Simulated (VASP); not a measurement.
# Sn (I4_1/amd) in VASP: notebook

Runs on Sn. Level: PBE. Tasks: single point.

Program: VASP 6.6.1. These are calculated values, not measurements. Logs are shortened: lines on timing, memory, paths and dates and some standing lists are left out, and cuts for length are marked.

## Step 1: The cell of the first run

The structure is tetragonal, space group I4_1/amd (No. 141). Conventional cell: a = 4.590 Å, b = 4.590 Å, c = 6.686 Å, α = 90.00°, β = 90.00°, γ = 90.00°. Sn (site symmetry -4m2) has 4 Sn at 2.84 Å within 3.7 Å.

## Step 2: Single point, PBE (strain +0.000 along x and y, +0.030 along z)

Contents of INCAR:

```
ALGO = Fast
EDIFF = 1E-6
ENCUT = 520
GGA = PE
ISIF = 2
ISMEAR = 0
LASPH = T
LCHARG = F
LREAL = F
LWAVE = F
NBANDS = 21
NELM = 80
PREC = Accurate
SIGMA = 0.15
```

Contents of KPOINTS:

```
k-points
0
Gamma
  12 12 12
```

Contents of POSCAR:

```
Sn
1.0
    0.0000000000      3.2456000000      3.3429680000
    3.2456000000      0.0000000000      3.3429680000
    3.2456000000      3.2456000000      0.0000000000
Sn
2
Direct
    0.5000000000      0.5000000000      0.5000000000
    0.7500000000      0.7500000000      0.7500000000
```

Potentials or basis: VASP PAW PBE potentials, release 64 (Sn_d).

Run with:

```bash
> cat potpaw_PBE.64/Sn_d/POTCAR > POTCAR
> mpirun -np 1 vasp_std > vasp.out
```

OUTCAR:

```text
EDIFF = 1E-6
   ENCUT = 520
   GGA = PE
   ISIF = 2
   ISMEAR = 0
   LASPH = T
   LREAL = F
   NELM = 80
   PREC = Accurate

 ion  position               nearest neighbor table
   1  0.500  0.500  0.500-   2 2.84   2 2.84   2 2.84   2 2.84
   2  0.750  0.750  0.750-   1 2.84   1 2.84   1 2.84   1 2.84

  LATTYP: Found a body centered tetragonal cell.
 ALAT       =     4.5899715380
 C/A-ratio  =     1.4566399692

  Lattice vectors:

 A1 = (  -3.2456000000,   0.0000000000,   3.3429680000)
 A2 = (   3.2456000000,   0.0000000000,   3.3429680000)
 A3 = (   0.0000000000,   3.2456000000,  -3.3429680000)

Analysis of symmetry for initial positions (statically):
=====================================================================
 Subroutine PRICEL returns:
 Original cell was already a primitive cell.

 Routine SETGRP: Setting up the symmetry group for a
 body centered tetragonal supercell.

 Subroutine GETGRP returns: Found 16 space group operations
 (whereof  8 operations were pure point group operations)
 out of a pool of 16 trial point group operations.

The static configuration has the point symmetry D_2d.
 The point group associated with its full space group is D_4h.

Analysis of symmetry for dynamics (positions and initial velocities):
=====================================================================
 Subroutine PRICEL returns:
 Original cell was already a primitive cell.

 Routine SETGRP: Setting up the symmetry group for a
 body centered tetragonal supercell.

 Subroutine GETGRP returns: Found 16 space group operations
 (whereof  8 operations were pure point group operations)
 out of a pool of 16 trial point group operations.

The dynamic configuration has the point symmetry D_2d.
 The point group associated with its full space group is D_4h.

 Subroutine INISYM returns: Found 16 space group operations
 (whereof  8 operations are pure point group operations),
 and found     1 'primitive' translations

----------------------------------------------------------------------------------------

                                     Primitive cell

  volume of cell :      70.4291

  direct lattice vectors                    reciprocal lattice vectors
     0.000000000  3.245600000  3.342968000    -0.154054720  0.154054720  0.149567690
     3.245600000  0.000000000  3.342968000     0.154054720 -0.154054720  0.149567690
     3.245600000  3.245600000  0.000000000     0.154054720  0.154054720 -0.149567690

  length of vectors
     4.659329824  4.659329824  4.589971538     0.264265411  0.264265411  0.264265411

  position of ions in fractional coordinates (direct lattice)
     0.500000000  0.500000000  0.500000000
     0.750000000  0.750000000  0.750000000

  ion indices of the primitive-cell ions
   primitive index   ion index
                 1           1
                 2           2

----------------------------------------------------------------------------------------

 KPOINTS: k-points

Automatic generation of k-mesh.
 Grid dimensions read from file:
 generate k-points for:   12   12   12

 Generating k-lattice:

  Cartesian coordinates                     Fractional coordinates (reciprocal lattice)
    -0.012837893  0.012837893  0.012463974     0.083333333  0.000000000  0.000000000
     0.012837893 -0.012837893  0.012463974     0.000000000  0.083333333  0.000000000
     0.012837893  0.012837893 -0.012463974    -0.000000000 -0.000000000  0.083333333

  Length of vectors
     0.022022118  0.022022118  0.022022118

  Shift w.r.t. Gamma in fractional coordinates (k-lattice)
     0.000000000  0.000000000  0.000000000

 Subroutine IBZKPT returns following result:
 ===========================================

 Found    163 irreducible k-points:

 Following reciprocal coordinates:
            Coordinates               Weight
  0.000000  0.000000  0.000000      1.000000
  0.083333 -0.000000  0.000000      8.000000
  0.166667  0.000000  0.000000      8.000000
  0.250000 -0.000000  0.000000      8.000000
  0.333333 -0.000000  0.000000      8.000000
  0.416667  0.000000  0.000000      8.000000
[... 16 lines left out ...]
  0.500000  0.166667  0.000000      8.000000
 -0.416667  0.166667  0.000000      8.000000
 [... further k-points ...]
   k-points           NKPTS =    163   k-points in BZ     NKDIM =    163   number of bands    NBANDS=     21
   number of dos      NEDOS =    301   number of ions     NIONS =      2
   total plane-waves  NPLWV =  46656
   dimension x,y,z NGX =    36 NGY =   36 NGZ =   36
   dimension x,y,z NGXF=    72 NGYF=   72 NGZF=   72
   ions per type =               2
   NGX,Y,Z   is equivalent  to a cutoff of  12.84, 12.84, 13.04 a.u.
   NGXF,Y,Z  is equivalent  to a cutoff of  25.69, 25.69, 26.08 a.u.
 SYSTEM =  unknown system
   PREC   = accura    normal or accurate (medium, high low for compatibility)
   ISTART =      0    job   : 0-new  1-cont  2-samecut
   ICHARG =      2    charge: 1-file 2-atom 10-const
   ISPIN  =      1    spin polarized calculation?
   LNONCOLLINEAR =      F non collinear calculations
   LSORBIT =      F    spin-orbit coupling
   LASPH  =      T    aspherical Exc in radial PAW
   ENCUT  =  520.0 eV  38.22 Ry    6.18 a.u.   8.66  8.66  8.53*2*pi/ulx,y,z
   NELM   =     80;   NELMIN=  2; NELMDL= -5     # of ELM steps
   EDIFF  = 0.1E-05   stopping-criterion for ELM
   LREAL  =      F    real-space projection
   EDIFFG = 0.1E-04   stopping-criterion for IOM
   NSW    =      0    number of steps for IOM
   IBRION =     -1    ionic relax: 0-MD 1-quasi-New 2-CG
   NFREE  =      0    steps in history (QN), initial steepest desc. (CG)
   ISIF   =      2    stress and relaxation
   ISYM   =      2    0-nonsym 1-usesym 2-fastsym
   POTIM  = 0.5000    time-step for ionic-motion
   TEBEG  =    0.0;   TEEND  =   0.0 temperature during run
   PSTRESS=    0.0 pullay stress
   NELECT =      28.0000    total number of electrons
   NUPDOWN=      -1.0000    fix difference up-down
   EMIN   =  10.00;   EMAX   =-10.00  energy-range for DOS
   EFERMI =   0.00;   METHOD = LEGACY
   ISMEAR =     0;   SIGMA  =   0.15  broadening in eV -4-tet -1-fermi 0-gaus
   EFERMI_NEDOS =   21; number of points for ismear=-14 and -15
   IALGO  =     68    algorithm
   IMIX   =      4    mixing-type and parameters
     AMIX     =   0.40;   BMIX     =  1.00
     AMIX_MAG =   1.60;   BMIX_MAG =  1.00
  volume/ion in A,a.u.               =      35.21       237.64
  Fermi-wavevector in a.u.,A,eV,Ry     =   1.203770  2.274795 19.715681  1.449062
  Thomas-Fermi vector in A             =   2.339514
   LORBIT       =      0    0 simple, 1 ext, 2 COOP (PROOUT), +10 PAW based schemes
   GGA     = PE    functional components
   LHFCALC =     F    Hartree Fock is set to
   AEXX    =    0.0000 exact exchange contribution
   IVDW    =     0    specifies the selected vdW correction
   LEPSILON=     F    determine dielectric tensor
   LRPA    =     F    only Hartree local field effects (RPA)
 non-spin polarized calculation
 RMM-DIIS sequential band-by-band and
 Gauss-broadening in eV      SIGMA  =   0.15
  energy-cutoff  :      520.00
  volume of cell :       70.43
 maximum number of plane-waves:      1919
   NGX = 17   NGY = 17   NGZ = 17

 number of electron      27.9999991 magnetization

 Free energy of the ion-electron system (eV)
  ---------------------------------------------------
  ext. energy  EPLUGINS =         0.00000000
  ---------------------------------------------------
  free energy    TOTEN  =        -7.67251475 eV

  energy without entropy =       -7.67052584  energy(sigma->0) =       -7.67152029

 E-fermi :   5.3346     XC(G=0):  -8.7451

 val. band max:        5.2939440763   @ k =   0.4167   0.0000   0.0000
 cond. band min:       5.3443626597   @ k =   0.0833  -0.0000   0.0000
 fundamental gap:      0.0504185834
 Fermi energy:         5.3345946137

 k-point     1 :       0.0000    0.0000    0.0000
  band No.  band energies     occupation
      1     -16.3049      2.00000
      2     -16.3049      2.00000
      3     -16.2951      2.00000
      4     -16.2475      2.00000
      5     -16.2447      2.00000
      6     -15.9729      2.00000
[... 13 lines left out ...]
     20      12.9605      0.00000
     21      13.3377      0.00000

 k-point     2 :       0.0833   -0.0000    0.0000
  band No.  band energies     occupation
      1     -16.3100      2.00000
      2     -16.3060      2.00000
      3     -16.2976      2.00000
      4     -16.2401      2.00000
      5     -16.2381      2.00000
      6     -15.9798      2.00000
[... 13 lines left out ...]
     20      12.4429      0.00000
     21      12.8236      0.00000

 k-point     3 :       0.1667    0.0000    0.0000
  band No.  band energies     occupation
      1     -16.3200      2.00000
      2     -16.3133      2.00000
      3     -16.2956      2.00000
      4     -16.2250      2.00000
      5     -16.2240      2.00000
      6     -15.9927      2.00000
[... 13 lines left out ...]
     20      12.0847      0.00000
     21      12.3350      0.00000

 k-point     4 :       0.2500   -0.0000    0.0000
  band No.  band energies     occupation
      1     -16.3292      2.00000
      2     -16.3210      2.00000
      3     -16.2899      2.00000
      4     -16.2097      2.00000
      5     -16.2096      2.00000
      6     -16.0064      2.00000
[... 13 lines left out ...]
     20      12.1510      0.00000
     21      12.2360      0.00000

 k-point     5 :       0.3333   -0.0000    0.0000
  band No.  band energies     occupation
      1     -16.3357      2.00000
      2     -16.3261      2.00000
      3     -16.2837      2.00000
      4     -16.1989      2.00000
      5     -16.1981      2.00000
      6     -16.0158      2.00000
[... 13 lines left out ...]
     20      12.5999      0.00000
     21      12.6434      0.00000
[... 382 lines left out ...]
     20      12.9388      0.00000
     21      13.6216      0.00000

 k-point    22 :       0.4167    0.1667    0.0000
  band No.  band energies     occupation
      1     -16.3501      2.00000
      2     -16.3411      2.00000
      3     -16.2721      2.00000
      4     -16.1863      2.00000
      5     -16.1530      2.00000
      6     -16.0793      2.00000
[... 13 lines left out ...]
     20      13.3509      0.00000
     21      14.0818      0.00000

 k-point    23 :       0.5000    0.1667    0.0000
  band No.  band energies     occupation
      1     -16.3542      2.00000
      2     -16.3456      2.00000
      3     -16.2576      2.00000
      4     -16.1749      2.00000
      5     -16.1568      2.00000
      6     -16.0714      2.00000
[... 13 lines left out ...]
     20      13.8236      0.00000
     21      14.0867      0.00000

 k-point    24 :      -0.4167    0.1667    0.0000
  band No.  band energies     occupation
      1     -16.3533      2.00000
      2     -16.3480      2.00000
      3     -16.2494      2.00000
      4     -16.1690      2.00000
      5     -16.1670      2.00000
      6     -16.0541      2.00000
[... 13 lines left out ...]
     20      13.0899      0.00000
     21      13.2413      0.00000

 [... further k-points ...]

------------------------ aborting loop because EDIFF is reached ----------------------------------------

  FORCE on cell =-STRESS in cart. coord.  units (eV):
  Direction    XX          YY          ZZ          XY          YZ          ZX
  --------------------------------------------------------------------------------------
  -------------------------------------------------------------------------------------
  Total        0.8954296      0.8954296      0.5072929      0.0000000      0.0000000      0.0000000
  in kB       20.3699426     20.3699426     11.5403013      0.0000000      0.0000000      0.0000000
  external PRESSURE =      17.4267289 kB  Pullay stress =       0.0000000 kB

 VOLUME and BASIS-vectors are now :
 -----------------------------------------------------------------------------
  energy-cutoff  :      520.00
  volume of cell :       70.43
      direct lattice vectors                 reciprocal lattice vectors
     0.000000000  3.245600000  3.342968000    -0.154054720  0.154054720  0.149567690
     3.245600000  0.000000000  3.342968000     0.154054720 -0.154054720  0.149567690
     3.245600000  3.245600000  0.000000000     0.154054720  0.154054720 -0.149567690

 POSITION                                       TOTAL-FORCE (eV/Angst)
 -----------------------------------------------------------------------------------
      3.24560      3.24560      3.34297        -0.000000     -0.000000     -0.000000
      4.86840      4.86840      5.01445         0.000000      0.000000      0.000000
 -----------------------------------------------------------------------------------
    total drift:                                0.000000      0.000000      0.000000

  FREE ENERGIE OF THE ION-ELECTRON SYSTEM (eV)
  ---------------------------------------------------
  free  energy   TOTEN  =        -7.6725147505 eV

  energy  without entropy=       -7.6705258390  energy(sigma->0) =       -7.67152029
```

Run time: 98 s. Hardware: 1 thread of Intel Xeon 6975P-C (Granite Rapids), shared host; peak memory 0.33 GiB.

Results:

```yaml
Free_energy: -7.6725 eV
Pressure: 1.7 GPa
Band_gap_on_the_k_mesh: zero (band 14 reaches 5.48 eV, above the bottom of band 15 at 5.25 eV)
```

Stress tensor (GPa, compression positive):
```
2.04 0.00 0.00
0.00 2.04 0.00
0.00 0.00 1.15
```

Levels at points of the mesh, in eV from the Fermi level:
| k point | band 11 | band 12 | band 13 | band 14 | band 15 | band 16 | band 17 | band 18 |
| --- | --- | --- | --- | --- | --- | --- | --- | --- |
| (0.00, 0.00, 0.00) | -10.41 | -0.86 | -0.06 | 0.14 | 0.14 | 2.11 | 2.11 | 2.23 |
| (0.50, 0.00, 0.00) | -8.85 | -6.19 | -1.18 | -0.98 | -0.08 | 3.16 | 3.27 | 5.67 |
| (0.50, 0.50, 0.00) | -7.49 | -7.49 | -2.27 | -2.27 | 0.97 | 0.97 | 7.50 | 7.50 |
| (0.50, 0.00, 0.50) | -7.38 | -7.38 | -2.42 | -2.42 | 0.79 | 0.79 | 7.50 | 7.50 |

Caveat: the cell differs from its parent crystal (strain +0.000 along x and y, +0.030 along z); spin-orbit coupling is left out, which moves the levels of the heavy elements.

## Step 3: Single point, PBE (strain +0.015 along x and y, +0.000 along z)

Contents of INCAR:

```
ALGO = Fast
EDIFF = 1E-6
ENCUT = 520
GGA = PE
ISIF = 2
ISMEAR = 0
LASPH = True
LCHARG = True
LELF = True
LREAL = False
LVHAR = True
LWAVE = False
NBANDS = 21
NELM = 80
PREC = Accurate
SIGMA = 0.15
```

KPOINTS is that of step 2.

Contents of POSCAR:

```
Sn
1.0
    0.0000000000      3.2942840000      3.2456000000
    3.2942840000      0.0000000000      3.2456000000
    3.2942840000      3.2942840000      0.0000000000
Sn
2
Direct
    0.5000000000      0.5000000000      0.5000000000
    0.7500000000      0.7500000000      0.7500000000
```

Potentials or basis: VASP PAW PBE potentials, release 64 (Sn_d).

Run with:

```bash
> cat potpaw_PBE.64/Sn_d/POTCAR > POTCAR
> mpirun -np 1 vasp_std > vasp.out
```

It took 1.7 min on 1 thread of Intel Xeon 6975P-C (Granite Rapids), shared host; peak memory 0.33 GiB.

The run converged. Its results:

* Free energy: -7.6755 eV
* Pressure: 1.7 GPa
* Band gap on the k mesh: zero (band 14 reaches 5.38 eV, above the bottom of band 15 at 5.26 eV)

Stress tensor (GPa, compression positive):
```
1.58 0.00 0.00
0.00 1.58 0.00
0.00 0.00 2.00
```

Levels at points of the mesh, in eV from the Fermi level:
| k point | band 10 | band 11 | band 12 | band 13 | band 14 | band 15 | band 16 | band 17 | band 18 | band 19 |
| --- | --- | --- | --- | --- | --- | --- | --- | --- | --- | --- |
| (0.00, 0.00, 0.00) | -21.29 | -10.41 | -0.86 | 0.05 | 0.05 | 0.14 | 2.11 | 2.17 | 2.17 | 4.99 |
| (0.50, 0.00, 0.00) | -21.24 | -8.85 | -6.19 | -1.13 | -1.03 | -0.08 | 3.18 | 3.25 | 5.66 | 8.37 |
| (0.50, 0.50, 0.00) | -21.23 | -7.38 | -7.38 | -2.42 | -2.42 | 0.79 | 0.79 | 7.54 | 7.54 | 9.11 |
| (0.50, 0.00, 0.50) | -21.22 | -7.43 | -7.43 | -2.34 | -2.34 | 0.88 | 0.88 | 7.51 | 7.51 | 9.06 |

Caveat: the cell differs from its parent crystal (strain +0.015 along x and y, +0.000 along z); spin-orbit coupling is left out, which moves the levels of the heavy elements.

[end of part 1 of 2]
